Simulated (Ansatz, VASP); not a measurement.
**BiS in VASP and in Ansatz**

```
Bi S
1.0
     4.00294    0.00000    0.00000
     0.00000    4.00294    0.00000
     0.00000    0.00000    4.00294
Bi S
1 1
Direct
  0.50000 0.50000 0.50000
  0.00000 0.00000 0.00000
```

Alike in both runs: task single point; functional PBE; k mesh 7 × 7 × 7; occupations gaussian, width 0.011 eV; no spin polarisation.

|  | VASP | Ansatz |
| --- | --- | --- |
| version | VASP 6.6.1 | Ansatz 0.2.0 |
| potentials or method | VASP PAW PBE potentials, release 64 (Bi_d, S) | Ansatz PAW |
| plane-wave cutoff (eV) | 520 | 420 |
| valence electrons in the cell | 21 | 21 |

|  | VASP | Ansatz | Ansatz less VASP |
| --- | --- | --- | --- |
| gap on the k mesh at the Fermi level (eV) | none | none | - |
| pressure (GPa) | -10.9 | -10.9 | +0.05 |

A gap of «none» marks a metal or a gap that the smearing closes.

Neither program's run includes spin-orbit coupling.
